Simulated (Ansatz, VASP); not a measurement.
Two plane-wave programs on SrTiO3

```xyz
5
Lattice="3.9068 0.0000 0.0000 0.0000 3.9068 0.0000 0.0000 0.0000 3.9068" Properties=species:S:1:pos:R:3 pbc="T T T"
Sr    1.9534    1.9534    1.9534
Ti    0.0000    0.0000    0.0000
O     1.9534    0.0000    0.0000
O     0.0000    1.9534    0.0000
O     0.0000    0.0000    1.9534
```

Alike in both runs: functional r2SCAN; k mesh 8 × 8 × 8; occupations fermi-dirac, width 0.08 eV; no spin polarisation.

Ansatz relaxed the structure, and its values are those at the end. VASP's run is a single point on that final structure, the one shown.

|  | VASP | Ansatz |
| --- | --- | --- |
| version | VASP 6.6.1 | Ansatz 0.2.0 |
| potentials or method | VASP PAW PBE potentials, release 64 (Sr_sv, Ti_sv, O) | PAW with Ansatz's default frozen-core files, scalar-relativistic |
| plane-wave cutoff (eV) | 520 | 500 |
| valence electrons in the cell | 40 | 40 |

|  | VASP | Ansatz | Ansatz less VASP |
| --- | --- | --- | --- |
| pressure (GPa) | 0.9 | 0.0 | -0.92 |

VASP's potentials were made for PBE, not for r2SCAN. The functional is the same, so the differences come from potentials, cutoffs and numerics.
